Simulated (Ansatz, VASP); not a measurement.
## Cu: VASP beside Ansatz

INCAR

```
SYSTEM = Cu
PREC = Accurate ; ENCUT = 520
EDIFF = 1E-6 ; ISMEAR = 0
SIGMA = 0.15 ; LREAL = .FALSE.
LASPH = .TRUE. ; NELM = 60
ALGO = Normal ; ISIF = 2
LWAVE = .FALSE. ; LCHARG = .TRUE.
GGA = PS ; LELF = .TRUE.
LVHAR = .TRUE. ; NBANDS = 12
```

File KPOINTS:

```
Automatic mesh
0
G
  24 24 24
  0 0 0
```

Contents of POSCAR:

```
Cu
1.0
   -1.4788631530      1.4788631530      1.3072773775
    1.4788631530     -1.4788631530      1.3072773775
    1.4788631530      1.4788631530     -1.3072773775
Cu
1
Direct
    0.0000000000      0.0000000000      0.0000000000
```

Input for Ansatz:

```yaml
crystal:
  lattice:
    - [-1.478863153, 1.478863153, 1.3072773775]
    - [1.478863153, -1.478863153, 1.3072773775]
    - [1.478863153, 1.478863153, -1.3072773775]
  atoms:
    - { symbol: Cu, position: [0.0, 0.0, 0.0] }
basis:
  ecutwfc: 420
kpoints:
  mp_grid: { grid: [24, 24, 24] }
hamiltonian:
  xc: pbesol
scf:
  occupations: { method: gaussian, width: 0.15 }
output:
  forces: true
  stress: true
  eigenvalues: true
```

Change from the starting cell: strain +0.025 along x and y, -0.050 along z, atoms carried along.

Alike in both runs: task single point; functional PBEsol; k mesh 24 × 24 × 24; occupations gaussian, width 0.15 eV; no spin polarisation.

|  | VASP | Ansatz |
| --- | --- | --- |
| version | VASP 6.6.1 | Ansatz 0.2.0 |
| potentials or method | VASP PAW PBE potentials, release 64 (Cu), cutoff 520 eV | scalar-relativistic, plane waves, PAW |
| valence electrons in the cell | 11 | 19 |

Ansatz gave:

| Item | Value |
| --- | --- |
| gap on the k mesh at the Fermi level (eV) | none |
| pressure (GPa) | -0.7 |
| traceless stress, the component that is largest in VASP (GPa) | 1.24 |

Task: Which values does VASP return?

Result: gap on the k mesh at the Fermi level (eV): none; pressure (GPa): 0.0; traceless stress, the component that is largest in VASP (GPa): 1.28.

VASP's potentials were made for PBE, not for PBEsol. A gap of «none» marks a metal or a gap that the smearing closes. VASP's potentials hold 11 valence electrons a cell and Ansatz's 19, so a difference there can come from the potentials and not from the codes.
